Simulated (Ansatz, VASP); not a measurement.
InP: VASP beside Ansatz

The input POSCAR:

```
InP
1.0
    0.0000000000      2.9305000000      2.9305000000
    2.9305000000      0.0000000000      2.9305000000
    2.9305000000      2.9305000000      0.0000000000
In P
1 1
Direct
    0.0000000000      0.0000000000      0.0000000000
    0.7500000000      0.7500000000      0.7500000000
```

File INCAR.step1:

```
PREC = Accurate
ENCUT = 600
EDIFF = 1E-5
ISMEAR = -1
SIGMA = 0.05
LREAL = F
LASPH = T
NELM = 80
ALGO = Normal
LWAVE = T
LCHARG = F
GGA = PE
NBANDS = 16
```

Contents of INCAR.step2:

```
PREC = Accurate
ENCUT = 600
EDIFF = 1E-6
ISMEAR = -1
SIGMA = 0.05
LREAL = F
LASPH = T
NELM = 80
ALGO = Normal
ISIF = 3
LWAVE = F
LCHARG = F
GGA = B3
LHFCALC = T
AEXX = 0.2
AGGAX = 0.72
AGGAC = 0.81
ALDAC = 0.19
PRECFOCK = Normal
IBRION = 2
NSW = 60
EDIFFG = -0.01
ISTART = 1
```

The input KPOINTS:

```
regular mesh
0
Gamma
  4 4 4
```

File input.yaml:

```yaml
crystal:
  lattice:
    - [0.0, 2.9305, 2.9305]
    - [2.9305, 0.0, 2.9305]
    - [2.9305, 2.9305, 0.0]
  atoms:
    - { symbol: In, position: [0.0, 0.0, 0.0] }
    - { symbol: P, position: [0.75, 0.75, 0.75] }
hamiltonian:
  xc: b3lyp
  pseudopotentials: { kind: paw }
kpoints:
  mp_grid: { grid: [4, 4, 4] }
scf:
  occupations: { method: fermi_dirac, width: 0.05 }
output:
  forces: true
  stress: true
relax:
  f_tol: 0.01
  max_steps: 40
  cell: { stress_tol: 0.05 }
```

Alike in both runs: task relaxation of cell and atoms; functional B3LYP; k mesh 4 × 4 × 4; occupations fermi-dirac, width 0.05 eV; no spin polarisation.

|  | VASP | Ansatz |
| --- | --- | --- |
| version | VASP 6.6.1 | Ansatz 0.2.0 |
| potentials or method | VASP PAW PBE potentials, release 64 (In_d, P) | Ansatz PAW |
| plane-wave cutoff (eV) | 600 | 420 |
| valence electrons in the cell | 18 | 18 |

Ansatz gave:

| Quantity | Value |
| --- | --- |
| gap on the k mesh at the Fermi level, each at its own relaxed structure (eV) | 1.36 |
| relaxed volume (Å³/atom) | 26.85 |
| relaxed cell length with the largest relative difference (Å) | 4.235 |

What did VASP give for the same quantities?

gap on the k mesh at the Fermi level, each at its own relaxed structure (eV): 1.44; relaxed volume (Å³/atom): 26.81; relaxed cell length with the largest relative difference (Å): 4.232.

VASP's potentials were made for PBE, not for B3LYP.

The k mesh is coarse, so the values compare programs but aren't converged. Noted on Ansatz's run: the plane-wave basis is chosen anew once the cell has moved, so the energies of steps on either side of that aren't comparable.
